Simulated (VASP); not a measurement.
# BiP (zincblende type) (F-43m) in VASP: a series of runs

Runs on BiP (zincblende type). Level: PBE. Tasks: single point.

All numbers are computed with VASP 6.6.1; they aren't measurements. Logs are shortened: lines on timing, memory, paths and dates and some standing lists are left out, and cuts for length are marked.

### 1 The cell of the first run

Symmetry: F-43m, No. 216, cubic system. The conventional cell has a = 6.504 Å, b = 6.504 Å, c = 6.504 Å, α = 90.00°, β = 90.00°, γ = 90.00°. Within 3.7 Å of Bi (site symmetry -43m) lie 4 P at 2.82 Å. Within 3.7 Å of P (site symmetry -43m) lie 4 Bi at 2.82 Å.

### 2 Single point, PBE

File INCAR:

```
SYSTEM = BiP
ALGO = Normal ; EDIFF = 1E-6
ENCUT = 520 ; GGA = PE
ISIF = 2 ; ISMEAR = -1
LASPH = .True. ; LCHARG = .False.
LREAL = .False. ; LWAVE = .False.
NBANDS = 17 ; NELM = 60
PREC = Accurate ; SIGMA = 0.05
```

File KPOINTS:

```
k-points
0
Gamma
  3 3 3
  0 0 0
```

File POSCAR:

```
BiP
1.0
    0.0000000000      3.2519146124      3.2519146124
    3.2519146124      0.0000000000      3.2519146124
    3.2519146124      3.2519146124      0.0000000000
Bi P
1 1
Direct
    0.0000000000      0.0000000000      0.0000000000
    0.2500000000      0.2500000000      0.2500000000
```

Potentials or basis: VASP PAW PBE potentials, release 64 (Bi_d, P).

On the command line:

```
cat potpaw_PBE.64/Bi_d/POTCAR potpaw_PBE.64/P/POTCAR > POTCAR
mpirun -np 1 vasp_std > vasp.out
```

OUTCAR:

```text
SYSTEM = BiP
   EDIFF = 1E-6
   ENCUT = 520
   GGA = PE
   ISIF = 2
   ISMEAR = -1
   LASPH = .True.
   LREAL = .False.
   NELM = 60
   PREC = Accurate

 ion  position               nearest neighbor table
   1  0.000  0.000  0.000-   2 2.82   2 2.82   2 2.82   2 2.82
   2  0.250  0.250  0.250-   1 2.82   1 2.82   1 2.82   1 2.82

  LATTYP: Found a face centered cubic cell.
 ALAT       =     6.5038292248

  Lattice vectors:

 A1 = (   0.0000000000,   3.2519146124,   3.2519146124)
 A2 = (   3.2519146124,   0.0000000000,   3.2519146124)
 A3 = (   3.2519146124,   3.2519146124,   0.0000000000)

Analysis of symmetry for initial positions (statically):
=====================================================================
 Subroutine PRICEL returns:
 Original cell was already a primitive cell.

 Routine SETGRP: Setting up the symmetry group for a
 face centered cubic supercell.

 Subroutine GETGRP returns: Found 24 space group operations
 (whereof 24 operations were pure point group operations)
 out of a pool of 48 trial point group operations.

The static configuration has the point symmetry T_d .

Analysis of symmetry for dynamics (positions and initial velocities):
=====================================================================
 Subroutine PRICEL returns:
 Original cell was already a primitive cell.

 Routine SETGRP: Setting up the symmetry group for a
 face centered cubic supercell.

 Subroutine GETGRP returns: Found 24 space group operations
 (whereof 24 operations were pure point group operations)
 out of a pool of 48 trial point group operations.

The dynamic configuration has the point symmetry T_d .

 Subroutine INISYM returns: Found 24 space group operations
 (whereof 24 operations are pure point group operations),
 and found     1 'primitive' translations

----------------------------------------------------------------------------------------

                                     Primitive cell

  volume of cell :      68.7777

  direct lattice vectors                    reciprocal lattice vectors
     0.000000000  3.251914612  3.251914612    -0.153755575  0.153755575  0.153755575
     3.251914612  0.000000000  3.251914612     0.153755575 -0.153755575  0.153755575
     3.251914612  3.251914612  0.000000000     0.153755575  0.153755575 -0.153755575

  length of vectors
     4.598901749  4.598901749  4.598901749     0.266312467  0.266312467  0.266312467

  position of ions in fractional coordinates (direct lattice)
     0.000000000  0.000000000  0.000000000
     0.250000000  0.250000000  0.250000000

  ion indices of the primitive-cell ions
   primitive index   ion index
                 1           1
                 2           2

----------------------------------------------------------------------------------------

 KPOINTS: k-points

Automatic generation of k-mesh.
 Grid dimensions read from file:
 generate k-points for:    3    3    3

 Generating k-lattice:

  Cartesian coordinates                     Fractional coordinates (reciprocal lattice)
    -0.051251858  0.051251858  0.051251858     0.333333333  0.000000000  0.000000000
     0.051251858 -0.051251858  0.051251858     0.000000000  0.333333333  0.000000000
     0.051251858  0.051251858 -0.051251858     0.000000000  0.000000000  0.333333333

  Length of vectors
     0.088770822  0.088770822  0.088770822

  Shift w.r.t. Gamma in fractional coordinates (k-lattice)
     0.000000000  0.000000000  0.000000000

 Subroutine IBZKPT returns following result:
 ===========================================

 Found      4 irreducible k-points:

 Following reciprocal coordinates:
            Coordinates               Weight
  0.000000  0.000000  0.000000      1.000000
  0.333333  0.000000  0.000000      8.000000
  0.333333  0.333333  0.000000      6.000000
 -0.333333  0.333333  0.000000     12.000000
   k-points           NKPTS =      4   k-points in BZ     NKDIM =      4   number of bands    NBANDS=     17
   number of dos      NEDOS =    301   number of ions     NIONS =      2
   total plane-waves  NPLWV =  46656
   dimension x,y,z NGX =    36 NGY =   36 NGZ =   36
   dimension x,y,z NGXF=    72 NGYF=   72 NGZF=   72
   ions per type =               1   1
   NGX,Y,Z   is equivalent  to a cutoff of  13.01, 13.01, 13.01 a.u.
   NGXF,Y,Z  is equivalent  to a cutoff of  26.03, 26.03, 26.03 a.u.
 SYSTEM =  BiP
   PREC   = accura    normal or accurate (medium, high low for compatibility)
   ISTART =      0    job   : 0-new  1-cont  2-samecut
   ICHARG =      2    charge: 1-file 2-atom 10-const
   ISPIN  =      1    spin polarized calculation?
   LNONCOLLINEAR =      F non collinear calculations
   LSORBIT =      F    spin-orbit coupling
   LASPH  =      T    aspherical Exc in radial PAW
   ENCUT  =  520.0 eV  38.22 Ry    6.18 a.u.   8.55  8.55  8.55*2*pi/ulx,y,z
   NELM   =     60;   NELMIN=  2; NELMDL= -5     # of ELM steps
   EDIFF  = 0.1E-05   stopping-criterion for ELM
   LREAL  =      F    real-space projection
   EDIFFG = 0.1E-04   stopping-criterion for IOM
   NSW    =      0    number of steps for IOM
   IBRION =     -1    ionic relax: 0-MD 1-quasi-New 2-CG
   NFREE  =      0    steps in history (QN), initial steepest desc. (CG)
   ISIF   =      2    stress and relaxation
   ISYM   =      2    0-nonsym 1-usesym 2-fastsym
   POTIM  = 0.5000    time-step for ionic-motion
   TEBEG  =    0.0;   TEEND  =   0.0 temperature during run
   PSTRESS=    0.0 pullay stress
   NELECT =      20.0000    total number of electrons
   NUPDOWN=      -1.0000    fix difference up-down
   EMIN   =  10.00;   EMAX   =-10.00  energy-range for DOS
   EFERMI =   0.00;   METHOD = LEGACY
   ISMEAR =    -1;   SIGMA  =   0.05  broadening in eV -4-tet -1-fermi 0-gaus
   EFERMI_NEDOS =   21; number of points for ismear=-14 and -15
   IALGO  =     38    algorithm
   IMIX   =      4    mixing-type and parameters
     AMIX     =   0.40;   BMIX     =  1.00
     AMIX_MAG =   1.60;   BMIX_MAG =  1.00
  volume/ion in A,a.u.               =      34.39       232.07
  Fermi-wavevector in a.u.,A,eV,Ry     =   1.084599  2.049594 16.005269  1.176354
  Thomas-Fermi vector in A             =   2.220692
   LORBIT       =      0    0 simple, 1 ext, 2 COOP (PROOUT), +10 PAW based schemes
   GGA     = PE    functional components
   LHFCALC =     F    Hartree Fock is set to
   AEXX    =    0.0000 exact exchange contribution
   IVDW    =     0    specifies the selected vdW correction
   LEPSILON=     F    determine dielectric tensor
   LRPA    =     F    only Hartree local field effects (RPA)
 non-spin polarized calculation
  energy-cutoff  :      520.00
  volume of cell :       68.78
 maximum number of plane-waves:      1866
 NGX is ok and might be reduce to    36
   NGX = 17   NGY = 17   NGZ = 17

 number of electron      19.9999995 magnetization

 Free energy of the ion-electron system (eV)
  ---------------------------------------------------
  ext. energy  EPLUGINS =         0.00000000
  ---------------------------------------------------
  free energy    TOTEN  =        -8.75533938 eV

  energy without entropy =       -8.74846552  energy(sigma->0) =       -8.75190245

 E-fermi :   3.8058     XC(G=0):  -8.4647

 val. band max:        3.5820186903   @ k =   0.3333   0.3333   0.0000
 cond. band min:       3.9782461792   @ k =   0.3333   0.3333   0.0000
 fundamental gap:      0.3962274889
 Fermi energy:         3.8058422367

 k-point     1 :       0.0000    0.0000    0.0000
  band No.  band energies     occupation
      1     -18.9538      2.00000
      2     -18.9538      2.00000
      3     -18.9538      2.00000
      4     -18.9319      2.00000
      5     -18.9319      2.00000
      6      -8.7722      2.00000
[... 9 lines left out ...]
     16      11.4917      0.00000
     17      12.7780      0.00000

 k-point     2 :       0.3333    0.0000    0.0000
  band No.  band energies     occupation
      1     -18.9549      2.00000
      2     -18.9498      2.00000
      3     -18.9498      2.00000
      4     -18.9309      2.00000
      5     -18.9309      2.00000
      6      -8.0207      2.00000
[... 9 lines left out ...]
     16      10.9924      0.00000
     17      12.6901      0.00000

 k-point     3 :       0.3333    0.3333    0.0000
  band No.  band energies     occupation
      1     -18.9608      2.00000
      2     -18.9447      2.00000
      3     -18.9447      2.00000
      4     -18.9346      2.00000
      5     -18.9284      2.00000
      6      -7.6873      2.00000
[... 9 lines left out ...]
     16      12.4464      0.00000
     17      14.7760      0.00000

 k-point     4 :      -0.3333    0.3333    0.0000
  band No.  band energies     occupation
      1     -18.9571      2.00000
      2     -18.9464      2.00000
      3     -18.9446      2.00000
      4     -18.9325      2.00000
      5     -18.9298      2.00000
      6      -7.1101      2.00000
[... 9 lines left out ...]
     16      12.6882      0.00000
     17      14.2701      0.00000

------------------------ aborting loop because EDIFF is reached ----------------------------------------

  FORCE on cell =-STRESS in cart. coord.  units (eV):
  Direction    XX          YY          ZZ          XY          YZ          ZX
  --------------------------------------------------------------------------------------
  -------------------------------------------------------------------------------------
  Total       -0.6921910     -0.6921910     -0.6921910      0.0000000      0.0000000      0.0000000
  in kB      -16.1246070    -16.1246070    -16.1246070      0.0000000      0.0000000      0.0000000
  external PRESSURE =     -16.1246070 kB  Pullay stress =       0.0000000 kB

 VOLUME and BASIS-vectors are now :
 -----------------------------------------------------------------------------
  energy-cutoff  :      520.00
  volume of cell :       68.78
      direct lattice vectors                 reciprocal lattice vectors
     0.000000000  3.251914612  3.251914612    -0.153755575  0.153755575  0.153755575
     3.251914612  0.000000000  3.251914612     0.153755575 -0.153755575  0.153755575
     3.251914612  3.251914612  0.000000000     0.153755575  0.153755575 -0.153755575

 POSITION                                       TOTAL-FORCE (eV/Angst)
 -----------------------------------------------------------------------------------
      0.00000      0.00000      0.00000        -0.000000     -0.000000     -0.000000
      1.62596      1.62596      1.62596         0.000000      0.000000      0.000000
 -----------------------------------------------------------------------------------
    total drift:                               -0.000000     -0.000000     -0.000000

  FREE ENERGIE OF THE ION-ELECTRON SYSTEM (eV)
  ---------------------------------------------------
  free  energy   TOTEN  =        -8.7553393795 eV

  energy  without entropy=       -8.7484655168  energy(sigma->0) =       -8.75190245
```

It took 5.8 s on 1 thread of AMD EPYC 9R14 (Zen 4), shared host; peak memory 0.16 GiB.

What came out:

```
Free energy            : -8.7553 eV
Pressure               : -1.6 GPa
Band gap on the k mesh : 0.40 eV, direct
```

Levels at points of the mesh, in eV from the valence-band top:
```
           k point  band 7  band 8  band 9  band 10  band 11  band 12  band 13  band 14
(0.00, 0.00, 0.00)   -5.67   -1.16   -1.16    -1.16     1.48     1.48     1.48     4.81
```

Caveat: the k points lie up to 0.56 Å⁻¹ apart; spin-orbit coupling is left out, which moves the levels of the heavy elements. A k mesh can miss the band edges.

### 3 Single point, PBE

File INCAR:

```
PREC = Accurate
ENCUT = 520
EDIFF = 1E-7
ISMEAR = -1
SIGMA = 0.05
LREAL = F
LASPH = T
NELM = 80
ALGO = Normal
ISIF = 2
LWAVE = F
LCHARG = F
GGA = PE
NBANDS = 17
```

File KPOINTS:

```
regular mesh
0
Gamma
  4 4 4
```

POSCAR is that of step 2.

Potentials or basis: VASP PAW PBE potentials, release 64 (Bi_d, P).

On the command line:

```
cat potpaw_PBE.64/Bi_d/POTCAR potpaw_PBE.64/P/POTCAR > POTCAR
mpirun -np 1 vasp_std > vasp.out
```

Run time: 9.2 s. Hardware: 1 thread of AMD EPYC 9R14 (Zen 4), shared host; peak memory 0.17 GiB.

It converged, with:

```yaml
Free_energy: -8.6860 eV
Pressure: -1.0 GPa
Band_gap_on_the_k_mesh: zero (band 10 reaches 4.49 eV, above the bottom of band 11 at 3.80 eV)
```

Levels at points of the mesh, in eV from the Fermi level:
| k point | band 7 | band 8 | band 9 | band 10 | band 11 | band 12 | band 13 | band 14 |
| --- | --- | --- | --- | --- | --- | --- | --- | --- |
| (0.00, 0.00, 0.00) | -6.20 | -1.70 | -1.70 | -1.70 | 0.96 | 0.96 | 0.96 | 4.29 |
| (0.50, 0.00, 0.00) | -8.91 | -2.53 | -2.53 | -2.45 | 2.03 | 2.03 | 4.02 | 6.19 |
| (0.50, 0.50, 0.00) | -9.88 | -3.48 | -3.48 | -0.58 | -0.31 | 4.74 | 4.74 | 5.91 |

Caveat: the k points lie up to 0.42 Å⁻¹ apart; spin-orbit coupling is left out, which moves the levels of the heavy elements.

### 4 Single point, PBE

File INCAR:

```
SYSTEM = BiP
PREC     = Accurate       ! precision mode
ENCUT    = 520            ! plane-wave cutoff, eV
EDIFF    = 1E-7           ! SCF threshold, eV
ISMEAR   = -1             ! smearing method
SIGMA    = 0.05           ! smearing width, eV
LREAL    = .False.        ! projectors in reciprocal space
LASPH    = .True.         ! aspherical terms in the spheres
NELM     = 80             ! most SCF steps
ALGO     = Normal         ! electronic algorithm
ISIF     = 2              ! what is computed and relaxed
LWAVE    = .False.        ! write WAVECAR
LCHARG   = .True.         ! write CHGCAR
GGA      = PE             ! functional
LELF     = .True.         ! ELF
LVHAR    = .True.       
NBANDS   = 17             ! bands
```

File KPOINTS:

```
regular mesh
0
Gamma
  7 7 7
  0 0 0
```

POSCAR is that of step 3.

On the command line:

```
cat potpaw_PBE.64/Bi_d/POTCAR potpaw_PBE.64/P/POTCAR > POTCAR
mpirun -np 1 vasp_std > vasp.out
```

It took 20 s on 1 thread of AMD EPYC 9R14 (Zen 4), shared host; peak memory 0.17 GiB.

The run converged. Its results:

* Free energy: -8.5719 eV
* Pressure: 0.1 GPa
* Band gap on the k mesh: zero (band 10 reaches 4.22 eV, above the bottom of band 11 at 3.90 eV)

Levels at points of the mesh, in eV from the Fermi level:
```
           k point  band 6  band 7  band 8  band 9  band 10  band 11  band 12  band 13  band 14  band 15
(0.00, 0.00, 0.00)  -12.95   -6.24   -1.75   -1.75    -1.75     0.86     0.86     0.86     4.21     7.29
```

Caveat: spin-orbit coupling is left out, which moves the levels of the heavy elements.

### 5 Summary

| k mesh | gap on the mesh (eV) | pressure (GPa) |
| --- | --- | --- |
| 3 × 3 × 3 | 0.40 | -1.6 |
| 4 × 4 × 4 | none | -1.0 |
| 7 × 7 × 7 | none | 0.1 |

Alike in all rows: task single point; level PBE; potentials or basis VASP PAW PBE potentials, release 64 (Bi_d, P); no spin polarisation; cell as given; cutoff (eV) 520; smearing fermi-dirac 0.05 eV.

Caveats: some runs use coarse meshes; spin-orbit coupling is left out, which moves the levels of the heavy elements.

Absolute energies hang on the potentials; compare differences alone.
